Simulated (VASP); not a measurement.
Input of a VASP 6.6.1 run:

File INCAR:

```
SYSTEM = Ge2Sb2Te5
  ALGO = Normal
  EDIFF = 1E-6
  ENCUT = 520
  GGA = RE
  ISIF = 2
  ISMEAR = -1
  LASPH = .TRUE.
  LCHARG = .FALSE.
  LREAL = .FALSE.
  LWAVE = .FALSE.
  NBANDS = 44
  NELM = 60
  PREC = Accurate
  SIGMA = 0.05
```

File KPOINTS:

```
k-points
0
G
  7 7 2
  0 0 0
```

The input POSCAR:

```
Ge2Sb2Te5
1.0
    4.2940644248      0.0000000000      0.0000000000
   -2.1470322124      3.7187688774      0.0000000000
    0.0000000000      0.0000000000     17.1013460000
Te Sb Ge
5 2 2
Direct
    0.6666666667      0.3333333333      0.4198920000
    0.3333333333      0.6666666667      0.5801080000
    0.3333333333      0.6666666667      0.2015420000
    0.6666666667      0.3333333333      0.7984580000
    0.0000000000      0.0000000000      0.0000000000
    0.0000000000      0.0000000000      0.3200680000
    0.0000000000      0.0000000000      0.6799320000
    0.6666666667      0.3333333333      0.1028950000
    0.3333333333      0.6666666667      0.8971050000
```

Potentials or basis: VASP PAW PBE potentials, release 64 (Te, Sb, Ge_d).

Command:

```bash
$ cat potpaw_PBE.64/Te/POTCAR potpaw_PBE.64/Sb/POTCAR potpaw_PBE.64/Ge_d/POTCAR > POTCAR
$ mpirun -np 1 vasp_std > vasp.out
```

Q: What does it give for the pressure?

A: 1.3 GPa.

Q: Predict the band gap on the k mesh.

A: 0.27 eV.

Q: Estimate the largest force.

A: 0.092 eV/Å.

Forces on the atoms (eV/Å):
```
Te   0.000  0.000 -0.034
Te   0.000  0.000  0.034
Te   0.000  0.000 -0.028
Te   0.000  0.000  0.028
Te   0.000  0.000  0.000
Sb   0.000  0.000 -0.092
Sb   0.000  0.000  0.092
Ge   0.000  0.000 -0.092
Ge   0.000  0.000  0.092
```

Caveat: the PAW data sets were made with another functional, which shifts forces and pressure a little; spin-orbit coupling is left out, which moves the levels of the heavy elements; an odd mesh through Γ misses points on the zone boundary, where band edges can lie.
